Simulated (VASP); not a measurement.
LiBeF3: relaxation of shape and atoms at fixed volume with PBE

LiBeF3:

```
CELL_PARAMETERS angstrom
2.79516 0.00000 0.00000
0.00000 2.64022 4.12349
0.00000 -2.64022 4.12349
ATOMIC_POSITIONS crystal
Li 0.50000 0.69391 0.69391
Be 0.00000 0.05475 0.05475
F 0.00000 0.90517 0.40093
F 0.00000 0.40093 0.90517
F 0.50000 0.94457 0.94457
```

```yaml
Program: VASP 6.6.1
Task: relaxation of shape and atoms at fixed volume
Functional: PBE
Potentials_or_basis: VASP PAW PBE potentials, release 64 (Li_sv, Be, F)
Cutoff: 600 eV
k_mesh: 8 × 6 × 6
Occupations: gaussian, width 0.02 eV
Spin: no spin polarisation
Dipole_correction: no
Further_INCAR_settings: ALGO = Normal; EDIFF = 1e-06; IBRION = 2; EDIFFG = -0.01; NSW = 50; ISIF = 4
```

* Energy gained by relaxing: 0.8 meV/atom
* Ionic steps: 9
* Pressure after relaxing: -1.5 GPa
* Largest force after relaxing: 0.009 eV/Å
* Band gap on the k mesh: 7.44 eV (least direct gap 7.49 eV)

Forces on the atoms (eV/Å):
```
Li   0.000  0.000  0.009
Be   0.000  0.000 -0.009
F    0.000  0.006  0.003
F    0.000 -0.006  0.003
F    0.000  0.000 -0.005
```

Stress tensor (GPa, compression positive):
```
-1.46  0.00  0.00
 0.00 -1.52  0.00
 0.00  0.00 -1.43
```

The path:
```
step  energy change (eV)  largest force (eV/Å)  pressure (GPa)  volume (Å³)
   1              0.0000                0.1761           -2.26        60.86
   2             -0.0023                0.0616           -1.74        60.86
   3             -0.0023                0.0663           -1.77        60.86
   4             -0.0030                0.0369           -1.68        60.86
   5             -0.0033                0.0703           -1.54        60.86
   6             -0.0033                0.0535           -1.58        60.86
   7             -0.0037                0.0234           -1.52        60.86
   8             -0.0038                0.0173           -1.47        60.86
   9             -0.0039                0.0091           -1.47        60.86
```

Final structure:
```
Li Be F
1.0
     2.78226    0.00000    0.00000
     0.00000    2.62826    4.16146
     0.00000   -2.62826    4.16146
Li Be F
1 1 3
Direct
  0.50000 0.69419 0.69419
  0.00000 0.05516 0.05516
  0.00000 0.90375 0.39957
  0.00000 0.39957 0.90375
  0.50000 0.94665 0.94665
```

Levels at points of the mesh, in eV from the valence-band top:
```tsv
k point	band 10	band 11	band 12	band 13	band 14	band 15	band 16	band 17
(0.00, 0.00, 0.00)	-0.79	-0.30	-0.06	-0.04	7.44	11.42	12.96	13.70
(0.50, 0.00, 0.00)	-1.45	-1.05	-0.81	-0.04	11.95	12.23	13.64	15.08
(0.00, 0.50, 0.00)	-0.98	-0.44	-0.24	-0.15	9.24	9.74	12.05	14.42
(0.50, 0.50, 0.00)	-1.36	-0.82	-0.62	-0.53	12.33	12.38	13.60	13.81
(0.00, 0.50, 0.50)	-1.20	-0.36	-0.17	-0.05	9.28	10.69	12.39	12.67
(0.50, 0.50, 0.50)	-1.11	-0.76	-0.72	0.00	11.88	12.75	12.78	13.87
```

Wall time 2.9 min on 1 thread of Intel(R) Xeon(R) 6975P-C (Granite Rapids), with other jobs on the host, peak memory 0.23 GiB.

Caveat: the cutoff is under 1.25 times the usual one of these potentials, so pressure, stress and relaxed cells hold a basis-set (Pulay) error. A k mesh can miss the band edges.
